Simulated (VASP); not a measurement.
# ZnS (scanat) (P6_3mc) in VASP: single point with r2SCAN

Aim: the single point of ZnS (scanat) with r2SCAN.

All numbers are computed with VASP 6.6.1; they aren't measurements. Logs are shortened: lines on timing, memory, paths and dates and some standing lists are left out, and cuts for length are marked.

## Step 1: The cell of the first run

The structure is hexagonal, space group P6_3mc (No. 186). The conventional cell has a = 3.782 Å, b = 3.782 Å, c = 6.208 Å, α = 90.00°, β = 90.00°, γ = 120.00°. Zn (site symmetry 3m) has 3 S at 2.19 Å within 2.9 Å. S (site symmetry 3m) has 3 Zn at 2.19 Å within 2.9 Å.

## Step 2: Single point, r2SCAN

Input file POSCAR:

```
ZnS
1.0
    3.7822379936      0.0000000000      0.0000000000
   -1.8911189968      3.2755141856      0.0000000000
    0.0000000000      0.0000000000      6.2081825480
Zn S
2 2
Direct
    0.3333333333      0.6666666667     -0.0562062353
    0.6666666667      0.3333333333      0.4437937647
    0.3333333333      0.6666666667      0.4312062353
    0.6666666667      0.3333333333      0.9312062353
```

Input file INCAR.step1:

```
SYSTEM = ZnS
PREC = Accurate
ENCUT = 520
ISMEAR = 0
SIGMA = 0.01
LREAL = .False.
LASPH = .True.
NELM = 80
NBANDS = 26
GGA = PE
ALGO = Normal
EDIFF = 1E-4
LWAVE = .True.
LCHARG = .False.
```

Input file INCAR.step2:

```
SYSTEM = ZnS
PREC = Accurate
ENCUT = 520
EDIFF = 1E-7
ISMEAR = 0
SIGMA = 0.01
LREAL = .False.
LASPH = .True.
NELM = 80
ALGO = Normal
ISIF = 2
LWAVE = .False.
LCHARG = .False.
METAGGA = R2SCAN
LMIXTAU = .True.
NBANDS = 26
ISTART = 1
```

Input file KPOINTS:

```
Automatic mesh
0
Gamma
  9 9 6
  0 0 0
```

Potentials or basis: VASP PAW PBE potentials, release 64 (Zn, S).

The run is started by

```bash
$ cat potpaw_PBE.64/Zn/POTCAR potpaw_PBE.64/S/POTCAR > POTCAR
$ cp INCAR.step1 INCAR
$ mpirun -np 1 vasp_std > vasp.out
$ cp INCAR.step2 INCAR
$ mpirun -np 1 vasp_std > vasp.out
```

OUTCAR:

```text
SYSTEM = ZnS
   PREC = Accurate
   ENCUT = 520
   EDIFF = 1E-7
   ISMEAR = 0
   LREAL = .False.
   LASPH = .True.
   NELM = 80
   ISIF = 2
   METAGGA = R2SCAN
   ISTART = 1

 ion  position               nearest neighbor table
   1  0.333  0.667  0.944-   4 2.19   4 2.19   4 2.19
   2  0.667  0.333  0.444-   3 2.19   3 2.19   3 2.19
   3  0.333  0.667  0.431-   2 2.19   2 2.19   2 2.19
   4  0.667  0.333  0.931-   1 2.19   1 2.19   1 2.19

  LATTYP: Found a hexagonal cell.
 ALAT       =     3.7822379936
 C/A-ratio  =     1.6414045225

  Lattice vectors:

 A1 = (   3.7822379936,   0.0000000000,   0.0000000000)
 A2 = (  -1.8911189968,   3.2755141856,   0.0000000000)
 A3 = (   0.0000000000,   0.0000000000,   6.2081825480)

Analysis of symmetry for initial positions (statically):
=====================================================================
 Subroutine PRICEL returns:
 Original cell was already a primitive cell.

 Routine SETGRP: Setting up the symmetry group for a
 hexagonal supercell.

 Subroutine GETGRP returns: Found 12 space group operations
 (whereof  6 operations were pure point group operations)
 out of a pool of 24 trial point group operations.

The static configuration has the point symmetry C_3v.
 The point group associated with its full space group is C_6v.

Analysis of symmetry for dynamics (positions and initial velocities):
=====================================================================
 Subroutine PRICEL returns:
 Original cell was already a primitive cell.

 Routine SETGRP: Setting up the symmetry group for a
 hexagonal supercell.

 Subroutine GETGRP returns: Found 12 space group operations
 (whereof  6 operations were pure point group operations)
 out of a pool of 24 trial point group operations.

The dynamic configuration has the point symmetry C_3v.
 The point group associated with its full space group is C_6v.

 Subroutine INISYM returns: Found 12 space group operations
 (whereof  6 operations are pure point group operations),
 and found     1 'primitive' translations

----------------------------------------------------------------------------------------

                                     Primitive cell

  volume of cell :      76.9118

  direct lattice vectors                    reciprocal lattice vectors
     3.782237994  0.000000000  0.000000000     0.264393727  0.152647790  0.000000000
    -1.891118997  3.275514186  0.000000000     0.000000000  0.305295579  0.000000000
     0.000000000  0.000000000  6.208182548     0.000000000  0.000000000  0.161077738

  length of vectors
     3.782237994  3.782237994  6.208182548     0.305295579  0.305295579  0.161077738

  position of ions in fractional coordinates (direct lattice)
     0.333333333  0.666666667  0.943793765
     0.666666667  0.333333333  0.443793765
     0.333333333  0.666666667  0.431206235
     0.666666667  0.333333333  0.931206235

  ion indices of the primitive-cell ions
   primitive index   ion index
                 1           1
                 2           2
                 3           3
                 4           4

----------------------------------------------------------------------------------------

 KPOINTS: Automatic mesh

Automatic generation of k-mesh.
 Grid dimensions read from file:
 generate k-points for:    9    9    6

 Generating k-lattice:

  Cartesian coordinates                     Fractional coordinates (reciprocal lattice)
     0.029377081  0.016960866  0.000000000     0.111111111  0.000000000  0.000000000
     0.000000000  0.033921731  0.000000000     0.000000000  0.111111111  0.000000000
     0.000000000  0.000000000  0.026846290     0.000000000  0.000000000  0.166666667

  Length of vectors
     0.033921731  0.033921731  0.026846290

  Shift w.r.t. Gamma in fractional coordinates (k-lattice)
     0.000000000  0.000000000  0.000000000

 Subroutine IBZKPT returns following result:
 ===========================================

 Found     48 irreducible k-points:

 Following reciprocal coordinates:
            Coordinates               Weight
  0.000000  0.000000  0.000000      1.000000
  0.111111  0.000000  0.000000      6.000000
  0.222222  0.000000  0.000000      6.000000
  0.333333  0.000000  0.000000      6.000000
  0.444444  0.000000  0.000000      6.000000
  0.111111  0.111111  0.000000      6.000000
[... 16 lines left out ...]
  0.333333  0.222222  0.166667     24.000000
  0.333333  0.333333  0.166667      4.000000
 [... further k-points ...]
   k-points           NKPTS =     48   k-points in BZ     NKDIM =     48   number of bands    NBANDS=     26
   number of dos      NEDOS =    301   number of ions     NIONS =      4
   total plane-waves  NPLWV =  37632
   dimension x,y,z NGX =    28 NGY =   28 NGZ =   48
   dimension x,y,z NGXF=    56 NGYF=   56 NGZF=   96
   ions per type =               2   2
   NGX,Y,Z   is equivalent  to a cutoff of  12.31, 12.31, 12.85 a.u.
   NGXF,Y,Z  is equivalent  to a cutoff of  24.61, 24.61, 25.71 a.u.
 SYSTEM =  ZnS
   PREC   = accura    normal or accurate (medium, high low for compatibility)
   ISTART =      1    job   : 0-new  1-cont  2-samecut
   ICHARG =      0    charge: 1-file 2-atom 10-const
   ISPIN  =      1    spin polarized calculation?
   LNONCOLLINEAR =      F non collinear calculations
   LSORBIT =      F    spin-orbit coupling
   LASPH  =      T    aspherical Exc in radial PAW
   ENCUT  =  520.0 eV  38.22 Ry    6.18 a.u.   7.03  7.03 11.54*2*pi/ulx,y,z
   NELM   =     80;   NELMIN=  2; NELMDL=  0     # of ELM steps
   EDIFF  = 0.1E-06   stopping-criterion for ELM
   LREAL  =      F    real-space projection
   EDIFFG = 0.1E-05   stopping-criterion for IOM
   NSW    =      0    number of steps for IOM
   IBRION =     -1    ionic relax: 0-MD 1-quasi-New 2-CG
   NFREE  =      0    steps in history (QN), initial steepest desc. (CG)
   ISIF   =      2    stress and relaxation
   ISYM   =      2    0-nonsym 1-usesym 2-fastsym
   POTIM  = 0.5000    time-step for ionic-motion
   TEBEG  =    0.0;   TEEND  =   0.0 temperature during run
   PSTRESS=    0.0 pullay stress
   NELECT =      36.0000    total number of electrons
   NUPDOWN=      -1.0000    fix difference up-down
   EMIN   =  10.00;   EMAX   =-10.00  energy-range for DOS
   EFERMI =   0.00;   METHOD = LEGACY
   ISMEAR =     0;   SIGMA  =   0.01  broadening in eV -4-tet -1-fermi 0-gaus
   EFERMI_NEDOS =   21; number of points for ismear=-14 and -15
   IALGO  =     38    algorithm
   IMIX   =      4    mixing-type and parameters
     AMIX     =   0.40;   BMIX     =  1.00
     AMIX_MAG =   1.60;   BMIX_MAG =  1.00
  volume/ion in A,a.u.               =      19.23       129.76
  Fermi-wavevector in a.u.,A,eV,Ry     =   1.271095  2.402022 21.982700  1.615683
  Thomas-Fermi vector in A             =   2.404047
   LORBIT       =      0    0 simple, 1 ext, 2 COOP (PROOUT), +10 PAW based schemes
   METAGGA = R2SCAN    functional components
   LHFCALC =     F    Hartree Fock is set to
   AEXX    =    0.0000 exact exchange contribution
   IVDW    =     0    specifies the selected vdW correction
   LEPSILON=     F    determine dielectric tensor
   LRPA    =     F    only Hartree local field effects (RPA)
 non-spin polarized calculation
 Gauss-broadening in eV      SIGMA  =   0.01
  energy-cutoff  :      520.00
  volume of cell :       76.91
 maximum number of plane-waves:      2087
   NGX = 15   NGY = 15   NGZ = 23

 number of electron      36.0000000 magnetization

 Free energy of the ion-electron system (eV)
  ---------------------------------------------------
  ext. energy  EPLUGINS =         0.00000000
  ---------------------------------------------------
  free energy    TOTEN  =       -36.84242474 eV

  energy without entropy =      -36.84242474  energy(sigma->0) =      -36.84242474

 E-fermi :   1.9928     XC(G=0): -10.3704

 val. band max:        1.8772884706   @ k =   0.0000   0.0000   0.0000
 cond. band min:       5.0514280281   @ k =   0.0000   0.0000   0.0000
 fundamental gap:      3.1741395576
 Fermi energy:         1.9927905089

 k-point     1 :       0.0000    0.0000    0.0000
  band No.  band energies     occupation
      1     -11.9672      2.00000
      2     -11.1588      2.00000
      3      -5.0592      2.00000
      4      -5.0590      2.00000
      5      -5.0345      2.00000
      6      -5.0343      2.00000
[... 18 lines left out ...]
     25      11.2021      0.00000
     26      12.0610      0.00000

 k-point     2 :       0.1111    0.0000    0.0000
  band No.  band energies     occupation
      1     -11.8716      2.00000
      2     -11.0906      2.00000
      3      -5.0607      2.00000
      4      -5.0382      2.00000
      5      -5.0162      2.00000
      6      -4.9875      2.00000
[... 18 lines left out ...]
     25      10.6567      0.00000
     26      11.4538      0.00000

 k-point     3 :       0.2222    0.0000    0.0000
  band No.  band energies     occupation
      1     -11.6087      2.00000
      2     -10.9161      2.00000
      3      -5.0551      2.00000
      4      -5.0152      2.00000
      5      -4.8981      2.00000
      6      -4.8629      2.00000
[... 18 lines left out ...]
     25      10.6575      0.00000
     26      11.4414      0.00000

 k-point     4 :       0.3333    0.0000    0.0000
  band No.  band energies     occupation
      1     -11.2566      2.00000
      2     -10.7243      2.00000
      3      -4.9965      2.00000
      4      -4.9113      2.00000
      5      -4.7456      2.00000
      6      -4.7070      2.00000
[... 18 lines left out ...]
     25      11.5199      0.00000
     26      12.4515      0.00000
[... 496 lines left out ...]
      1     -11.0511      2.00000
      2     -10.6797      2.00000
      3      -4.9252      2.00000
      4      -4.9153      2.00000
      5      -4.6271      2.00000
      6      -4.5915      2.00000
[... 18 lines left out ...]
     25      10.5362      0.00000
     26      12.8818      0.00000

 k-point    23 :       0.3333    0.2222    0.1667
  band No.  band energies     occupation
      1     -10.8077      2.00000
      2     -10.6184      2.00000
      3      -4.8118      2.00000
      4      -4.7867      2.00000
      5      -4.5265      2.00000
      6      -4.5064      2.00000
[... 18 lines left out ...]
     25      11.7093      0.00000
     26      13.4615      0.00000

 k-point    24 :       0.3333    0.3333    0.1667
  band No.  band energies     occupation
      1     -10.6605      2.00000
      2     -10.6605      2.00000
      3      -4.7462      2.00000
      4      -4.7462      2.00000
      5      -4.5172      2.00000
      6      -4.4962      2.00000
[... 18 lines left out ...]
     25      12.6869      0.00000
     26      13.1012      0.00000

 [... further k-points ...]
[... 5 lines left out ...]
  --------------------------------------------------------------------------------------
  -------------------------------------------------------------------------------------
  Total        5.2936123      5.2936123      0.3401239      0.0000000      0.0000000      0.0000000
  in kB      110.2731786    110.2731786      7.0852466      0.0000000      0.0000000      0.0000000
  external PRESSURE =      75.8772013 kB  Pullay stress =       0.0000000 kB

 VOLUME and BASIS-vectors are now :
 -----------------------------------------------------------------------------
  energy-cutoff  :      520.00
  volume of cell :       76.91
      direct lattice vectors                 reciprocal lattice vectors
     3.782237994  0.000000000  0.000000000     0.264393727  0.152647790  0.000000000
    -1.891118997  3.275514186  0.000000000     0.000000000  0.305295579  0.000000000
     0.000000000  0.000000000  6.208182548     0.000000000  0.000000000  0.161077738

 POSITION                                       TOTAL-FORCE (eV/Angst)
 -----------------------------------------------------------------------------------
     -0.00000      2.18368      5.85924         0.000000     -0.000000      0.231436
      1.89112      1.09184      2.75515        -0.000000      0.000000      0.231436
     -0.00000      2.18368      2.67701        -0.000000     -0.000000     -0.231436
      1.89112      1.09184      5.78110        -0.000000      0.000000     -0.231436
 -----------------------------------------------------------------------------------
    total drift:                                0.000000      0.000000      0.031744

  FREE ENERGIE OF THE ION-ELECTRON SYSTEM (eV)
  ---------------------------------------------------
  free  energy   TOTEN  =       -36.8424247358 eV

  energy  without entropy=      -36.8424247358  energy(sigma->0) =      -36.84242474
```

Run time: 4.5 min. Hardware: 1 thread of Intel Xeon Platinum 8259CL at 2.50GHz (Skylake/Cascade Lake), shared host; peak memory 0.24 GiB.

Results:

* Free energy: -36.8424 eV
* Pressure: 7.6 GPa
* Largest force: 0.231 eV/Å
* Band gap on the k mesh: 3.17 eV, direct

Forces in eV/Å, atoms in the order of the input:
```
Zn   0.000  0.000  0.231
Zn   0.000  0.000  0.231
S    0.000  0.000 -0.231
S    0.000  0.000 -0.231
```

Stress tensor (GPa, compression positive):
```
11.03  0.00  0.00
 0.00 11.03  0.00
 0.00  0.00  0.71
```

Caveat: the PAW data sets were made with another functional, which shifts forces and pressure a little. A k mesh can miss the band edges.
